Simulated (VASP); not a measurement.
# MgS (P6_3mc) in VASP: a series of runs

Aim: see how the results for MgS move with the level of theory and the settings. Levels: PBE, LDA. Tasks: single point.

Everything below comes from runs of VASP 6.6.1. Logs are shortened: lines on timing, memory, paths and dates and some standing lists are left out, and cuts for length are marked.

## (1) The cell of the first run

It takes space group P6_3mc (No. 186, hexagonal). Conventional cell: a = 4.029 Å, b = 4.029 Å, c = 6.454 Å, α = 90.00°, β = 90.00°, γ = 120.00°. Within 3.2 Å of Mg (site symmetry 3m) lie 4 S at 2.45 to 2.46 Å. Within 3.2 Å of S (site symmetry 3m) lie 4 Mg at 2.45 to 2.46 Å.

## (2) Single point, PBE

Input file INCAR:

```
PREC = Accurate
ENCUT = 520
EDIFF = 1E-6
ISMEAR = 0
SIGMA = 0.01
LREAL = False
LASPH = True
NELM = 60
ALGO = Normal
ISIF = 2
LWAVE = False
LCHARG = False
GGA = PE
NBANDS = 16
```

Input file KPOINTS:

```
regular mesh
0
Gamma
  6 6 2
```

Input file POSCAR:

```
MgS
1.0
    4.0286256259      0.0000000000      0.0000000000
   -2.0143128130      3.4888921344      0.0000000000
    0.0000000000      0.0000000000      6.4543928125
Mg S
2 2
Direct
    0.3333333333      0.6666666667     -0.0028727181
    0.6666666667      0.3333333333      0.4971272819
    0.3333333333      0.6666666667      0.3778727181
    0.6666666667      0.3333333333      0.8778727181
```

Potentials or basis: VASP PAW PBE potentials, release 64 (Mg, S).

Started as:

```sh
cat potpaw_PBE.64/Mg/POTCAR potpaw_PBE.64/S/POTCAR > POTCAR
mpirun -np 1 vasp_std > vasp.out
```

OUTCAR:

```text
PREC = Accurate
   ENCUT = 520
   EDIFF = 1E-6
   ISMEAR = 0
   LREAL = False
   LASPH = True
   NELM = 60
   ISIF = 2
   GGA = PE

 ion  position               nearest neighbor table
   1  0.333  0.667  0.997-   4 2.45   4 2.45   4 2.45   3 2.46
   2  0.667  0.333  0.497-   3 2.45   3 2.45   3 2.45   4 2.46
   3  0.333  0.667  0.378-   2 2.45   2 2.45   2 2.45   1 2.46
   4  0.667  0.333  0.878-   1 2.45   1 2.45   1 2.45   2 2.46

  LATTYP: Found a hexagonal cell.
 ALAT       =     4.0286256259
 C/A-ratio  =     1.6021326904

  Lattice vectors:

 A1 = (   4.0286256259,   0.0000000000,   0.0000000000)
 A2 = (  -2.0143128130,   3.4888921344,   0.0000000000)
 A3 = (   0.0000000000,   0.0000000000,   6.4543928125)

Analysis of symmetry for initial positions (statically):
=====================================================================
 Subroutine PRICEL returns:
 Original cell was already a primitive cell.

 Routine SETGRP: Setting up the symmetry group for a
 hexagonal supercell.

 Subroutine GETGRP returns: Found 12 space group operations
 (whereof  6 operations were pure point group operations)
 out of a pool of 24 trial point group operations.

The static configuration has the point symmetry C_3v.
 The point group associated with its full space group is C_6v.

Analysis of symmetry for dynamics (positions and initial velocities):
=====================================================================
 Subroutine PRICEL returns:
 Original cell was already a primitive cell.

 Routine SETGRP: Setting up the symmetry group for a
 hexagonal supercell.

 Subroutine GETGRP returns: Found 12 space group operations
 (whereof  6 operations were pure point group operations)
 out of a pool of 24 trial point group operations.

The dynamic configuration has the point symmetry C_3v.
 The point group associated with its full space group is C_6v.

 Subroutine INISYM returns: Found 12 space group operations
 (whereof  6 operations are pure point group operations),
 and found     1 'primitive' translations

----------------------------------------------------------------------------------------

                                     Primitive cell

  volume of cell :      90.7193

  direct lattice vectors                    reciprocal lattice vectors
     4.028625626  0.000000000  0.000000000     0.248223611  0.143311969  0.000000000
    -2.014312813  3.488892134  0.000000000     0.000000000  0.286623937  0.000000000
     0.000000000  0.000000000  6.454392813     0.000000000  0.000000000  0.154933241

  length of vectors
     4.028625626  4.028625626  6.454392813     0.286623937  0.286623937  0.154933241

  position of ions in fractional coordinates (direct lattice)
     0.333333333  0.666666667  0.997127282
     0.666666667  0.333333333  0.497127282
     0.333333333  0.666666667  0.377872718
     0.666666667  0.333333333  0.877872718

  ion indices of the primitive-cell ions
   primitive index   ion index
                 1           1
                 2           2
                 3           3
                 4           4

----------------------------------------------------------------------------------------

 KPOINTS: regular mesh

Automatic generation of k-mesh.
 Grid dimensions read from file:
 generate k-points for:    6    6    2

 Generating k-lattice:

  Cartesian coordinates                     Fractional coordinates (reciprocal lattice)
     0.041370602  0.023885328  0.000000000     0.166666667  0.000000000  0.000000000
     0.000000000  0.047770656  0.000000000     0.000000000  0.166666667  0.000000000
     0.000000000  0.000000000  0.077466621     0.000000000  0.000000000  0.500000000

  Length of vectors
     0.047770656  0.047770656  0.077466621

  Shift w.r.t. Gamma in fractional coordinates (k-lattice)
     0.000000000  0.000000000  0.000000000

 Subroutine IBZKPT returns following result:
 ===========================================

 Found     14 irreducible k-points:

 Following reciprocal coordinates:
            Coordinates               Weight
  0.000000  0.000000  0.000000      1.000000
  0.166667 -0.000000  0.000000      6.000000
  0.333333 -0.000000  0.000000      6.000000
  0.500000  0.000000  0.000000      3.000000
  0.166667  0.166667  0.000000      6.000000
  0.333333  0.166667  0.000000     12.000000
  0.333333  0.333333  0.000000      2.000000
  0.000000  0.000000  0.500000      1.000000
  0.166667 -0.000000  0.500000      6.000000
  0.333333 -0.000000  0.500000      6.000000
  0.500000  0.000000  0.500000      3.000000
  0.166667  0.166667  0.500000      6.000000
  0.333333  0.166667  0.500000     12.000000
  0.333333  0.333333  0.500000      2.000000
   k-points           NKPTS =     14   k-points in BZ     NKDIM =     14   number of bands    NBANDS=     16
   number of dos      NEDOS =    301   number of ions     NIONS =      4
   total plane-waves  NPLWV =  43200
   dimension x,y,z NGX =    30 NGY =   30 NGZ =   48
   dimension x,y,z NGXF=    60 NGYF=   60 NGZF=   96
   ions per type =               2   2
   NGX,Y,Z   is equivalent  to a cutoff of  12.38, 12.38, 12.36 a.u.
   NGXF,Y,Z  is equivalent  to a cutoff of  24.76, 24.76, 24.73 a.u.
 SYSTEM =  unknown system
   PREC   = accura    normal or accurate (medium, high low for compatibility)
   ISTART =      0    job   : 0-new  1-cont  2-samecut
   ICHARG =      2    charge: 1-file 2-atom 10-const
   ISPIN  =      1    spin polarized calculation?
   LNONCOLLINEAR =      F non collinear calculations
   LSORBIT =      F    spin-orbit coupling
   LASPH  =      T    aspherical Exc in radial PAW
   ENCUT  =  520.0 eV  38.22 Ry    6.18 a.u.   7.49  7.49 12.00*2*pi/ulx,y,z
   NELM   =     60;   NELMIN=  2; NELMDL= -5     # of ELM steps
   EDIFF  = 0.1E-05   stopping-criterion for ELM
   LREAL  =      F    real-space projection
   EDIFFG = 0.1E-04   stopping-criterion for IOM
   NSW    =      0    number of steps for IOM
   IBRION =     -1    ionic relax: 0-MD 1-quasi-New 2-CG
   NFREE  =      0    steps in history (QN), initial steepest desc. (CG)
   ISIF   =      2    stress and relaxation
   ISYM   =      2    0-nonsym 1-usesym 2-fastsym
   POTIM  = 0.5000    time-step for ionic-motion
   TEBEG  =    0.0;   TEEND  =   0.0 temperature during run
   PSTRESS=    0.0 pullay stress
   NELECT =      16.0000    total number of electrons
   NUPDOWN=      -1.0000    fix difference up-down
   EMIN   =  10.00;   EMAX   =-10.00  energy-range for DOS
   EFERMI =   0.00;   METHOD = LEGACY
   ISMEAR =     0;   SIGMA  =   0.01  broadening in eV -4-tet -1-fermi 0-gaus
   EFERMI_NEDOS =   21; number of points for ismear=-14 and -15
   IALGO  =     38    algorithm
   IMIX   =      4    mixing-type and parameters
     AMIX     =   0.40;   BMIX     =  1.00
     AMIX_MAG =   1.60;   BMIX_MAG =  1.00
  volume/ion in A,a.u.               =      22.68       153.05
  Fermi-wavevector in a.u.,A,eV,Ry     =   0.918082  1.734924 11.468008  0.842875
  Thomas-Fermi vector in A             =   2.043124
   LORBIT       =      0    0 simple, 1 ext, 2 COOP (PROOUT), +10 PAW based schemes
   GGA     = PE    functional components
   LHFCALC =     F    Hartree Fock is set to
   AEXX    =    0.0000 exact exchange contribution
   IVDW    =     0    specifies the selected vdW correction
   LEPSILON=     F    determine dielectric tensor
   LRPA    =     F    only Hartree local field effects (RPA)
 non-spin polarized calculation
 Gauss-broadening in eV      SIGMA  =   0.01
  energy-cutoff  :      520.00
  volume of cell :       90.72
 maximum number of plane-waves:      2458
 NGX is ok and might be reduce to    30
   NGX = 15   NGY = 15   NGZ = 25

 number of electron      16.0000003 magnetization

 Free energy of the ion-electron system (eV)
  ---------------------------------------------------
  ext. energy  EPLUGINS =         0.00000000
  ---------------------------------------------------
  free energy    TOTEN  =       -16.97524084 eV

  energy without entropy =      -16.97524084  energy(sigma->0) =      -16.97524084

 E-fermi :   1.2271     XC(G=0):  -8.3812

 val. band max:        1.1603152163   @ k =   0.0000   0.0000   0.0000
 cond. band min:       4.6251687215   @ k =   0.0000   0.0000   0.0000
 fundamental gap:      3.4648535052
 Fermi energy:         1.2270540870

 k-point     1 :       0.0000    0.0000    0.0000
  band No.  band energies     occupation
      1     -10.2138      2.00000
      2      -9.4928      2.00000
      3      -2.0396      2.00000
      4       0.6374      2.00000
      5       0.6374      2.00000
      6       1.0479      2.00000
[... 8 lines left out ...]
     15       9.7056      0.00000
     16      10.2916      0.00000

 k-point     2 :       0.1667   -0.0000    0.0000
  band No.  band energies     occupation
      1     -10.0808      2.00000
      2      -9.4283      2.00000
      3      -1.8271      2.00000
      4      -0.1246      2.00000
      5       0.2625      2.00000
      6       0.4322      2.00000
[... 8 lines left out ...]
     15       9.8192      0.00000
     16       9.9278      0.00000

 k-point     3 :       0.3333   -0.0000    0.0000
  band No.  band energies     occupation
      1      -9.7648      2.00000
      2      -9.3200      2.00000
      3      -1.4086      2.00000
      4      -1.1481      2.00000
      5      -0.7856      2.00000
      6       0.1063      2.00000
[... 8 lines left out ...]
     15       9.8129      0.00000
     16      11.3549      0.00000
[... 172 lines left out ...]
 k-point    13 :       0.3333    0.1667    0.5000
  band No.  band energies     occupation
      1      -9.4270      2.00000
      2      -9.4270      2.00000
      3      -1.7127      2.00000
      4      -1.7127      2.00000
      5      -0.2386      2.00000
      6      -0.2386      2.00000
[... 8 lines left out ...]
     15      10.5749      0.00000
     16      10.5749      0.00000

 k-point    14 :       0.3333    0.3333    0.5000
  band No.  band energies     occupation
      1      -9.3642      2.00000
      2      -9.3642      2.00000
      3      -1.5986      2.00000
      4      -1.5986      2.00000
      5      -0.7943      2.00000
      6      -0.7943      2.00000
[... 8 lines left out ...]
     15      10.5022      0.00000
     16      10.5022      0.00000

------------------------ aborting loop because EDIFF is reached ----------------------------------------

  FORCE on cell =-STRESS in cart. coord.  units (eV):
  Direction    XX          YY          ZZ          XY          YZ          ZX
  --------------------------------------------------------------------------------------
  -------------------------------------------------------------------------------------
  Total        0.5237447      0.5237447      0.4943623     -0.0000000      0.0000000      0.0000000
  in kB        9.2497576      9.2497576      8.7308411     -0.0000000      0.0000000      0.0000000
  external PRESSURE =       9.0767854 kB  Pullay stress =       0.0000000 kB

 VOLUME and BASIS-vectors are now :
 -----------------------------------------------------------------------------
  energy-cutoff  :      520.00
  volume of cell :       90.72
      direct lattice vectors                 reciprocal lattice vectors
     4.028625626  0.000000000  0.000000000     0.248223611  0.143311969  0.000000000
    -2.014312813  3.488892134  0.000000000     0.000000000  0.286623937  0.000000000
     0.000000000  0.000000000  6.454392813     0.000000000  0.000000000  0.154933241

 POSITION                                       TOTAL-FORCE (eV/Angst)
 -----------------------------------------------------------------------------------
     -0.00000      2.32593      6.43585         0.000000      0.000000     -0.002897
      2.01431      1.16296      3.20865         0.000000     -0.000000     -0.002897
     -0.00000      2.32593      2.43894        -0.000000     -0.000000      0.002897
      2.01431      1.16296      5.66614         0.000000      0.000000      0.002897
 -----------------------------------------------------------------------------------
    total drift:                               -0.000000      0.000000      0.000505

  FREE ENERGIE OF THE ION-ELECTRON SYSTEM (eV)
  ---------------------------------------------------
  free  energy   TOTEN  =       -16.9752408443 eV

  energy  without entropy=      -16.9752408443  energy(sigma->0) =      -16.97524084
```

It took 40 s on 1 thread of Intel Xeon 8259CL, shared host; peak memory 0.2 GiB.

What came out:

* Free energy: -16.9752 eV
* Pressure: 0.9 GPa
* Band gap on the k mesh: 3.46 eV, direct

Forces on the atoms (eV/Å):
```
Mg   0.000  0.000 -0.003
Mg   0.000  0.000 -0.003
S    0.000  0.000  0.003
S    0.000  0.000  0.003
```

Caveat: the k points lie up to 0.49 Å⁻¹ apart.

## (3) Single point, PBE

Input file INCAR:

```
SYSTEM = MgS
PREC = Accurate
ENCUT = 520
EDIFF = 1E-7
ISMEAR = 0
SIGMA = 0.01
LREAL = .False.
LASPH = .True.
NELM = 60
ALGO = Normal
ISIF = 2
LWAVE = .False.
LCHARG = .True.
GGA = PE
LELF = .True.
LVHAR = .True.
NBANDS = 16
```

Input file KPOINTS:

```
regular mesh
0
Gamma
  6 6 2
  0 0 0
```

POSCAR is that of step 2.

Potentials or basis: VASP PAW PBE potentials, release 64 (Mg, S).

Started as:

```sh
cat potpaw_PBE.64/Mg/POTCAR potpaw_PBE.64/S/POTCAR > POTCAR
mpirun -np 1 vasp_std > vasp.out
```

Wall time 43 s (1 thread of Intel Xeon 8259CL, shared host); peak memory 0.2 GiB.

Results (log left out):

```
Free energy            : -16.9752 eV
Pressure               : 0.9 GPa
Band gap on the k mesh : 3.46 eV, direct
```

Forces in eV/Å, atoms in the order of the input:
```
Mg   0.000  0.000 -0.003
Mg   0.000  0.000 -0.003
S    0.000  0.000  0.003
S    0.000  0.000  0.003
```

Levels at points of the mesh, in eV from the valence-band top:
```tsv
k point	band 4	band 5	band 6	band 7	band 8	band 9	band 10	band 11	band 12	band 13
(0.00, 0.00, 0.00)	-0.52	-0.52	-0.11	-0.11	0.00	3.46	4.73	7.54	7.54	8.20
(0.50, 0.00, 0.00)	-2.41	-1.86	-1.19	-0.91	-0.43	4.77	5.22	5.82	7.52	8.32
(0.00, 0.00, 0.50)	-1.90	-0.32	-0.32	-0.32	-0.32	4.94	4.94	7.62	7.62	7.68
(0.50, 0.00, 0.50)	-3.07	-0.85	-0.85	-0.79	-0.79	4.67	4.67	6.32	6.32	9.24
```

Caveat: the k points lie up to 0.49 Å⁻¹ apart.

## (4) Single point, LDA

Input file INCAR:

```
PREC = Accurate ; ENCUT = 520
EDIFF = 1E-7 ; ISMEAR = 0
SIGMA = 0.01 ; LREAL = False
LASPH = True ; NELM = 100
ALGO = Normal ; ISIF = 2
LWAVE = False ; LCHARG = True
GGA = CA ; LELF = True
LVHAR = True ; NBANDS = 16
```

Input file KPOINTS:

```
regular mesh
0
Gamma
  6 6 2
```

POSCAR is that of step 3.

Potentials or basis: VASP PAW LDA potentials, release 64 (Mg, S).

Started as:

```sh
cat potpaw_LDA.64/Mg/POTCAR potpaw_LDA.64/S/POTCAR > POTCAR
mpirun -np 1 vasp_std > vasp.out
```

Wall time 35 s (1 thread of Intel Xeon 8259CL, shared host); peak memory 0.17 GiB.

The run converged. Its results:

- Free energy: -18.7940 eV
- Pressure: -2.4 GPa
- Largest force: 0.003 eV/Å
- Band gap on the k mesh: 3.19 eV, direct

Forces in eV/Å, atoms in the order of the input:
```
Mg   0.000  0.000  0.003
Mg   0.000  0.000  0.003
S    0.000  0.000 -0.003
S    0.000  0.000 -0.003
```

Levels at points of the mesh, in eV from the valence-band top:
```
           k point  band 5  band 6  band 7  band 8  band 9  band 10  band 11  band 12
(0.00, 0.00, 0.00)   -0.53   -0.11   -0.11    0.00    3.19     4.49     7.34     7.34
(0.50, 0.00, 0.00)   -1.91   -1.22   -0.95   -0.44    4.54     5.00     5.60     7.34
(0.00, 0.00, 0.50)   -0.33   -0.33   -0.33   -0.33    4.70     4.70     7.41     7.41
(0.50, 0.00, 0.50)   -0.87   -0.87   -0.81   -0.81    4.43     4.43     6.12     6.12
```

Caveat: the k points lie up to 0.49 Å⁻¹ apart.
